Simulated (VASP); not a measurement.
Input of a VASP 6.6.1 run:

INCAR

```
ALGO = Normal
EDIFF = 1E-7
ENCUT = 520
GGA = CA
ISIF = 2
ISMEAR = -1
LASPH = T
LCHARG = F
LREAL = F
LWAVE = F
NBANDS = 14
NELM = 80
PREC = Accurate
SIGMA = 0.1
```

File KPOINTS:

```
k-points
0
Gamma
  14 14 14
```

The input POSCAR:

```
Bi
1.0
    0.0000000000      2.3691826531      2.3691826531
    2.3691826531      0.0000000000      2.3691826531
    2.3691826531      2.3691826531      0.0000000000
Bi
1
Direct
    0.0000000000      0.0000000000      0.0000000000
```

Potentials or basis: VASP PAW LDA potentials, release 64 (Bi_d).

The run is started by

```sh
$ cat potpaw_LDA.64/Bi_d/POTCAR > POTCAR
$ mpirun -np 1 vasp_std > vasp.out
```

Problem. Predict the pressure.

Solution. 8.4 GPa.
